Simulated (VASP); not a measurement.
Zn: single point with PBEsol

Crystal: Zn.

```xyz
1
Lattice="0.0000 1.9955 1.9955 1.9955 0.0000 1.9955 1.9955 1.9955 0.0000" Properties=species:S:1:pos:R:3 pbc="T T T"
Zn    0.0000    0.0000    0.0000
```

This cell differs from its parent crystal: volume scaled by 1.12.

| Property | Result |
| --- | --- |
| Program | VASP 6.6.1 |
| Task | single point |
| Functional | PBEsol |
| Potentials or basis | VASP PAW PBE potentials, release 64 (Zn) |
| Cutoff | 520 eV |
| k mesh | 16 × 16 × 16 |
| Occupations | fermi-dirac, width 0.1 eV |
| Spin | no spin polarisation |

| Quantity | Value |
| --- | --- |
| Pressure | -7.2 GPa |
| Band gap on the k mesh | zero (band 6 reaches 4.80 eV, above the bottom of band 7 at 1.13 eV) |

Levels at points of the mesh, in eV from the Fermi level:
| k point | band 2 | band 3 | band 4 | band 5 | band 6 | band 7 | band 8 | band 9 | band 10 | band 11 |
| --- | --- | --- | --- | --- | --- | --- | --- | --- | --- | --- |
| (0.00, 0.00, 0.00) | -7.46 | -7.46 | -7.46 | -7.11 | -7.11 | 17.61 | 17.61 | 17.61 | 18.57 | 20.46 |
| (0.50, 0.00, 0.00) | -7.47 | -7.47 | -6.85 | -6.85 | -2.71 | -1.45 | 14.69 | 14.69 | 17.13 | 18.45 |
| (0.50, 0.50, 0.00) | -8.02 | -6.86 | -6.78 | -6.78 | -0.89 | 1.56 | 8.18 | 8.18 | 11.79 | 12.75 |

Wall time 14 s on 1 thread of Intel(R) Xeon(R) Platinum 8488C (Sapphire Rapids), with other jobs on the host, peak memory 0.15 GiB.

Caveat: the PAW data sets were made with another functional, which shifts forces and pressure a little.
